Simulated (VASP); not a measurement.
# C (Fd-3m) in VASP: further runs

C is run at these levels: PBE; tasks: single point.

All numbers are computed with VASP 6.6.1; they aren't measurements. Logs are shortened: lines on timing, memory, paths and dates and some standing lists are left out, and cuts for length are marked.

## Step 1: The cell of the first run

It takes space group Fd-3m (No. 227, cubic). Conventional cell: a = 3.619 Å, b = 3.619 Å, c = 3.619 Å, α = 90.00°, β = 90.00°, γ = 90.00°. Within 2.1 Å of C (site symmetry -43m) lie 4 C at 1.57 Å.

## Step 2: Single point, PBE

INCAR reads:

```
PREC     = Accurate       # precision mode
ENCUT    = 520            # plane-wave cutoff, eV
EDIFF    = 1E-6           # SCF threshold, eV
ISMEAR   = -1             # smearing method
SIGMA    = 0.06122561905347299 # smearing width, eV
LREAL    = F              # projectors in reciprocal space
LASPH    = T              # aspherical terms in the spheres
NELM     = 100            # most SCF steps
ALGO     = Normal         # electronic algorithm
ISIF     = 2              # what is computed and relaxed
LWAVE    = F              # write WAVECAR
LCHARG   = T              # write CHGCAR
GGA      = PE             # functional
LELF     = T              # ELF
LVHAR    = T            
NBANDS   = 11             # bands
```

KPOINTS reads:

```
Automatic mesh
0
Gamma
  52 52 52
```

POSCAR reads:

```
C
1.0
    0.0000000000      1.8095758250      1.8095758250
    1.8095758250      0.0000000000      1.8095758250
    1.8095758250      1.8095758250      0.0000000000
C
2
Direct
    0.0000000000      0.0000000000      0.0000000000
    0.2500000000      0.2500000000      0.2500000000
```

Potentials or basis: VASP PAW PBE potentials, release 64 (C).

The run is started by

```sh
$ cat potpaw_PBE.64/C/POTCAR > POTCAR
$ mpirun -np 1 vasp_std > vasp.out
```

OUTCAR:

```text
PREC = Accurate
   ENCUT = 520
   EDIFF = 1E-6
   ISMEAR = -1
   LREAL = F
   LASPH = T
   NELM = 100
   ISIF = 2
   GGA = PE

 ion  position               nearest neighbor table
   1  0.000  0.000  0.000-   2 1.57   2 1.57   2 1.57   2 1.57
   2  0.250  0.250  0.250-   1 1.57   1 1.57   1 1.57   1 1.57

  LATTYP: Found a face centered cubic cell.
 ALAT       =     3.6191516500

  Lattice vectors:

 A1 = (   0.0000000000,   1.8095758250,   1.8095758250)
 A2 = (   1.8095758250,   0.0000000000,   1.8095758250)
 A3 = (   1.8095758250,   1.8095758250,   0.0000000000)

Analysis of symmetry for initial positions (statically):
=====================================================================
 Subroutine PRICEL returns:
 Original cell was already a primitive cell.

 Routine SETGRP: Setting up the symmetry group for a
 face centered cubic supercell.

 Subroutine GETGRP returns: Found 48 space group operations
 (whereof 24 operations were pure point group operations)
 out of a pool of 48 trial point group operations.

The static configuration has the point symmetry T_d .
 The point group associated with its full space group is O_h .

Analysis of symmetry for dynamics (positions and initial velocities):
=====================================================================
 Subroutine PRICEL returns:
 Original cell was already a primitive cell.

 Routine SETGRP: Setting up the symmetry group for a
 face centered cubic supercell.

 Subroutine GETGRP returns: Found 48 space group operations
 (whereof 24 operations were pure point group operations)
 out of a pool of 48 trial point group operations.

The dynamic configuration has the point symmetry T_d .
 The point group associated with its full space group is O_h .

 Subroutine INISYM returns: Found 48 space group operations
 (whereof 24 operations are pure point group operations),
 and found     1 'primitive' translations

----------------------------------------------------------------------------------------

                                     Primitive cell

  volume of cell :      11.8511

  direct lattice vectors                    reciprocal lattice vectors
     0.000000000  1.809575825  1.809575825    -0.276307847  0.276307847  0.276307847
     1.809575825  0.000000000  1.809575825     0.276307847 -0.276307847  0.276307847
     1.809575825  1.809575825  0.000000000     0.276307847  0.276307847 -0.276307847

  length of vectors
     2.559126674  2.559126674  2.559126674     0.478579229  0.478579229  0.478579229

  position of ions in fractional coordinates (direct lattice)
     0.000000000  0.000000000  0.000000000
     0.250000000  0.250000000  0.250000000

  ion indices of the primitive-cell ions
   primitive index   ion index
                 1           1
                 2           2

----------------------------------------------------------------------------------------

 KPOINTS: Automatic mesh

Automatic generation of k-mesh.
 Grid dimensions read from file:
 generate k-points for:   52   52   52

 Generating k-lattice:

  Cartesian coordinates                     Fractional coordinates (reciprocal lattice)
    -0.005313612  0.005313612  0.005313612     0.019230769  0.000000000  0.000000000
     0.005313612 -0.005313612  0.005313612     0.000000000  0.019230769  0.000000000
     0.005313612  0.005313612 -0.005313612     0.000000000  0.000000000  0.019230769

  Length of vectors
     0.009203447  0.009203447  0.009203447

  Shift w.r.t. Gamma in fractional coordinates (k-lattice)
     0.000000000  0.000000000  0.000000000

 Subroutine IBZKPT returns following result:
 ===========================================

 Found   3472 irreducible k-points:

 Following reciprocal coordinates:
            Coordinates               Weight
  0.000000  0.000000  0.000000      1.000000
  0.019231  0.000000  0.000000      8.000000
  0.038462  0.000000  0.000000      8.000000
  0.057692  0.000000  0.000000      8.000000
  0.076923  0.000000  0.000000      8.000000
  0.096154  0.000000  0.000000      8.000000
[... 16 lines left out ...]
  0.423077  0.000000  0.000000      8.000000
  0.442308  0.000000  0.000000      8.000000
 [... further k-points ...]
   k-points           NKPTS =   3472   k-points in BZ     NKDIM =   3472   number of bands    NBANDS=     11
   number of dos      NEDOS =    301   number of ions     NIONS =      2
   total plane-waves  NPLWV =   8000
   dimension x,y,z NGX =    20 NGY =   20 NGZ =   20
   dimension x,y,z NGXF=    40 NGYF=   40 NGZF=   40
   ions per type =               2
   NGX,Y,Z   is equivalent  to a cutoff of  12.99, 12.99, 12.99 a.u.
   NGXF,Y,Z  is equivalent  to a cutoff of  25.98, 25.98, 25.98 a.u.
 SYSTEM =  unknown system
   PREC   = accura    normal or accurate (medium, high low for compatibility)
   ISTART =      0    job   : 0-new  1-cont  2-samecut
   ICHARG =      2    charge: 1-file 2-atom 10-const
   ISPIN  =      1    spin polarized calculation?
   LNONCOLLINEAR =      F non collinear calculations
   LSORBIT =      F    spin-orbit coupling
   LASPH  =      T    aspherical Exc in radial PAW
   ENCUT  =  520.0 eV  38.22 Ry    6.18 a.u.   4.76  4.76  4.76*2*pi/ulx,y,z
   NELM   =    100;   NELMIN=  2; NELMDL= -5     # of ELM steps
   EDIFF  = 0.1E-05   stopping-criterion for ELM
   LREAL  =      F    real-space projection
   EDIFFG = 0.1E-04   stopping-criterion for IOM
   NSW    =      0    number of steps for IOM
   IBRION =     -1    ionic relax: 0-MD 1-quasi-New 2-CG
   NFREE  =      0    steps in history (QN), initial steepest desc. (CG)
   ISIF   =      2    stress and relaxation
   ISYM   =      2    0-nonsym 1-usesym 2-fastsym
   POTIM  = 0.5000    time-step for ionic-motion
   TEBEG  =    0.0;   TEEND  =   0.0 temperature during run
   PSTRESS=    0.0 pullay stress
   NELECT =       8.0000    total number of electrons
   NUPDOWN=      -1.0000    fix difference up-down
   EMIN   =  10.00;   EMAX   =-10.00  energy-range for DOS
   EFERMI =   0.00;   METHOD = LEGACY
   ISMEAR =    -1;   SIGMA  =   0.06  broadening in eV -4-tet -1-fermi 0-gaus
   EFERMI_NEDOS =   21; number of points for ismear=-14 and -15
   IALGO  =     38    algorithm
   IMIX   =      4    mixing-type and parameters
     AMIX     =   0.40;   BMIX     =  1.00
     AMIX_MAG =   1.60;   BMIX_MAG =  1.00
  volume/ion in A,a.u.               =       5.93        39.99
  Fermi-wavevector in a.u.,A,eV,Ry     =   1.436100  2.713836 28.060431  2.062383
  Thomas-Fermi vector in A             =   2.555326
   LORBIT       =      0    0 simple, 1 ext, 2 COOP (PROOUT), +10 PAW based schemes
   GGA     = PE    functional components
   LHFCALC =     F    Hartree Fock is set to
   AEXX    =    0.0000 exact exchange contribution
   IVDW    =     0    specifies the selected vdW correction
   LEPSILON=     F    determine dielectric tensor
   LRPA    =     F    only Hartree local field effects (RPA)
 non-spin polarized calculation
  energy-cutoff  :      520.00
  volume of cell :       11.85
 maximum number of plane-waves:       332
   NGX =  9   NGY =  9   NGZ =  9

 number of electron       8.0000001 magnetization

 Free energy of the ion-electron system (eV)
  ---------------------------------------------------
  ext. energy  EPLUGINS =         0.00000000
  ---------------------------------------------------
  free energy    TOTEN  =       -18.16441805 eV

  energy without entropy =      -18.16441805  energy(sigma->0) =      -18.16441805

 E-fermi :  10.3243     XC(G=0): -13.0323

 val. band max:        9.1069818655   @ k =   0.0000   0.0000   0.0000
 cond. band min:      13.1400442073   @ k =   0.3654   0.3654   0.0000
 fundamental gap:      4.0330623418
 Fermi energy:        10.3243276977

 k-point     1 :       0.0000    0.0000    0.0000
  band No.  band energies     occupation
      1     -11.7909      2.00000
      2       9.1070      2.00000
      3       9.1070      2.00000
      4       9.1070      2.00000
      5      14.5768      0.00000
      6      14.5768      0.00000
      7      14.5768      0.00000
      8      21.4506      0.00000
      9      27.8516      0.00000
     10      35.1674      0.00000
     11      35.1674      0.00000

 k-point     2 :       0.0192    0.0000    0.0000
  band No.  band energies     occupation
      1     -11.7810      2.00000
      2       9.0340      2.00000
      3       9.0890      2.00000
      4       9.0890      2.00000
      5      14.6002      0.00000
      6      14.6002      0.00000
      7      14.6217      0.00000
      8      21.4610      0.00000
      9      27.8697      0.00000
     10      34.8500      0.00000
     11      34.8500      0.00000

 k-point     3 :       0.0385    0.0000    0.0000
  band No.  band energies     occupation
      1     -11.7511      2.00000
      2       8.8235      2.00000
      3       9.0364      2.00000
      4       9.0364      2.00000
      5      14.6689      0.00000
      6      14.6689      0.00000
      7      14.7483      0.00000
      8      21.4922      0.00000
      9      27.9229      0.00000
     10      34.3170      0.00000
     11      34.3170      0.00000

 k-point     4 :       0.0577    0.0000    0.0000
  band No.  band energies     occupation
      1     -11.7014      2.00000
      2       8.4966      2.00000
      3       8.9524      2.00000
      4       8.9524      2.00000
      5      14.7789      0.00000
      6      14.7789      0.00000
      7      14.9359      0.00000
      8      21.5444      0.00000
      9      28.0089      0.00000
     10      33.7819      0.00000
     11      33.7819      0.00000
[... 239 lines left out ...]
 k-point    22 :       0.4038    0.0000    0.0000
  band No.  band energies     occupation
      1      -7.5978      2.00000
      2      -2.0469      2.00000
      3       6.5747      2.00000
      4       6.5747      2.00000
      5      17.3088      0.00000
      6      17.3389      0.00000
      7      17.3389      0.00000
      8      24.2132      0.00000
      9      29.8455      0.00000
     10      33.1445      0.00000
     11      33.2080      0.00000

 k-point    23 :       0.4231    0.0000    0.0000
  band No.  band energies     occupation
      1      -7.2386      2.00000
      2      -2.5522      2.00000
      3       6.5186      2.00000
      4       6.5186      2.00000
      5      17.3314      0.00000
      6      17.3573      0.00000
      7      17.3573      0.00000
      8      24.2818      0.00000
      9      29.9882      0.00000
     10      32.9627      0.00000
     11      33.5785      0.00000

 k-point    24 :       0.4423    0.0000    0.0000
  band No.  band energies     occupation
      1      -6.8918      2.00000
      2      -3.0129      2.00000
      3       6.4749      2.00000
      4       6.4749      2.00000
      5      17.3485      0.00000
      6      17.3692      0.00000
      7      17.3692      0.00000
      8      24.3341      0.00000
      9      30.1324      0.00000
     10      32.7873      0.00000
     11      33.9170      0.00000

 [... further k-points ...]
[... 5 lines left out ...]
  --------------------------------------------------------------------------------------
  -------------------------------------------------------------------------------------
  Total       -1.1426374     -1.1426374     -1.1426374     -0.0000000      0.0000000     -0.0000000
  in kB     -154.4751699   -154.4751699   -154.4751699     -0.0000000      0.0000000     -0.0000000
  external PRESSURE =    -154.4751699 kB  Pullay stress =       0.0000000 kB

 VOLUME and BASIS-vectors are now :
 -----------------------------------------------------------------------------
  energy-cutoff  :      520.00
  volume of cell :       11.85
      direct lattice vectors                 reciprocal lattice vectors
     0.000000000  1.809575825  1.809575825    -0.276307847  0.276307847  0.276307847
     1.809575825  0.000000000  1.809575825     0.276307847 -0.276307847  0.276307847
     1.809575825  1.809575825  0.000000000     0.276307847  0.276307847 -0.276307847

 POSITION                                       TOTAL-FORCE (eV/Angst)
 -----------------------------------------------------------------------------------
      0.00000      0.00000      0.00000         0.000000      0.000000      0.000000
      0.90479      0.90479      0.90479        -0.000000     -0.000000     -0.000000
 -----------------------------------------------------------------------------------
    total drift:                                0.000000      0.000000      0.000000

  FREE ENERGIE OF THE ION-ELECTRON SYSTEM (eV)
  ---------------------------------------------------
  free  energy   TOTEN  =       -18.1644180527 eV

  energy  without entropy=      -18.1644180527  energy(sigma->0) =      -18.16441805
```

Run time: 6 min. Hardware: 1 thread of Oxide Virtual Turin-like, shared host; peak memory 0.41 GiB.

What came out:

```yaml
Free_energy: -18.1644 eV
Pressure: -15.4 GPa
Band_gap_on_the_k_mesh: 4.03 eV (least direct gap 5.47 eV)
```

Levels at points of the mesh, in eV from the valence-band top:
```tsv
k point	band 1	band 2	band 3	band 4	band 5	band 6	band 7	band 8
(0.00, 0.00, 0.00)	-20.90	0.00	0.00	0.00	5.47	5.47	5.47	12.34
(0.50, 0.00, 0.00)	-15.37	-12.90	-2.69	-2.69	8.26	8.27	8.27	15.29
(0.50, 0.50, 0.00)	-12.46	-12.46	-6.04	-6.04	4.67	4.67	16.15	16.15
```

Caveat: the cell stands under tension. A k mesh can miss the band edges.

(Continued in part 2 of 3.)
